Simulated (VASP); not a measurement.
Set up this calculation in VASP 6.6.1, as the native input.

| Item | Value |
| --- | --- |
| Task | single point |
| Functional | r2SCAN |
| Potentials or basis | VASP PAW PBE potentials, release 64 (Si, C) |
| Cutoff | 520 eV |
| k mesh | 10 × 10 × 10 |
| Occupations | gaussian, width 0.01 eV |
| Spin | no spin polarisation |
| Dipole correction | no |
| Further INCAR settings | ALGO = Normal; EDIFF = 1e-06; NBANDS = 11 |

The system is SiC.

```
CELL_PARAMETERS angstrom
2.18463 2.18463 0.00000
-2.18463 2.18463 0.00000
0.00000 2.18463 2.18463
ATOMIC_POSITIONS crystal
Si 0.00000 0.00000 0.00000
C 0.75000 0.25000 0.50000
```

These files were run (other wordings do the same):

POSCAR

```
SiC
1.0
    2.1846316754      2.1846316754      0.0000000000
   -2.1846316754      2.1846316754      0.0000000000
    0.0000000000      2.1846316754      2.1846316754
Si C
1 1
Direct
    0.0000000000      0.0000000000      0.0000000000
    0.7500000000      0.2500000000      0.5000000000
```

INCAR.step1

```
SYSTEM = SiC
PREC = Accurate
ENCUT = 520
ISMEAR = 0
SIGMA = 0.01
LREAL = .False.
LASPH = .True.
NELM = 100
NBANDS = 11
GGA = PE
ALGO = Normal
EDIFF = 1E-4
LWAVE = .True.
LCHARG = .False.
```

INCAR.step2

```
SYSTEM = SiC
PREC = Accurate
ENCUT = 520
EDIFF = 1E-6
ISMEAR = 0
SIGMA = 0.01
LREAL = .False.
LASPH = .True.
NELM = 100
ALGO = Normal
ISIF = 2
LWAVE = .False.
LCHARG = .True.
METAGGA = R2SCAN
LMIXTAU = .True.
LELF = .True.
LVHAR = .True.
NBANDS = 11
ISTART = 1
```

KPOINTS

```
regular mesh
0
Gamma
  10 10 10
  0 0 0
```

Potentials or basis: VASP PAW PBE potentials, release 64 (Si, C).

Run with:

```console
$ cat potpaw_PBE.64/Si/POTCAR potpaw_PBE.64/C/POTCAR > POTCAR
$ cp INCAR.step1 INCAR
$ mpirun -np 1 vasp_std > vasp.out
$ cp INCAR.step2 INCAR
$ mpirun -np 1 vasp_std > vasp.out
```

It gave:

```
Pressure               : -2.2 GPa
Band gap on the k mesh : 1.73 eV (least direct gap 5.05 eV)
```

Caveat: the PAW data sets were made with another functional, which shifts forces and pressure a little.

Run time: 48 s on 1 thread of Intel Xeon 8259CL, on a shared host, peak memory 0.14 GiB.
